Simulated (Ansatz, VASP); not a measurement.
## One calculation of ScTlBr6, two programs

```
CELL_PARAMETERS angstrom
0.00000 5.84224 5.84224
5.84224 0.00000 5.84224
5.84224 5.84224 0.00000
ATOMIC_POSITIONS crystal
Sc 0.00000 0.00000 0.00000
Tl 0.50000 0.50000 0.50000
Br 0.77215 0.22785 0.22785
Br 0.22785 0.22785 0.77215
Br 0.22785 0.77215 0.77215
Br 0.22785 0.77215 0.22785
Br 0.77215 0.22785 0.77215
Br 0.77215 0.77215 0.22785
```

Alike in both runs: task single point; functional LDA; k mesh 4 × 4 × 4; occupations gaussian, width 0.1 eV; collinear spin.

|  | VASP | Ansatz |
| --- | --- | --- |
| version | VASP 6.6.1 | Ansatz 0.2.0 |
| potentials or method | VASP PAW LDA potentials, release 64 (Sc_sv, Tl_d, Br), cutoff 400 eV | scalar-relativistic, plane waves, PAW |
| valence electrons in the cell | 66 | 66 |

Ansatz gave:

```
gap on the k mesh at the Fermi level (eV)                     : none
rms of the force components (eV/Å)                            : 0.203
net moment per atom (μB)                                      : 0.20
size of the moment on the site where the two differ most (μB) : 0.19
```

**Question.** Estimate VASP's values.

**Answer.** gap on the k mesh at the Fermi level (eV): none; rms of the force components (eV/Å): 0.184; net moment per atom (μB): 0.18; size of the moment on the site where the two differ most (μB): 0.17.

LDA's correlation is that of Perdew and Zunger in VASP and of Perdew and Wang (1992) in Ansatz. Site moments also hang on the region over which each program counts them. Atom by atom the forces differ by 0.019 eV/Å (rms over components). A gap of «none» marks a metal or a gap that the smearing closes.

Neither program's run includes spin-orbit coupling.
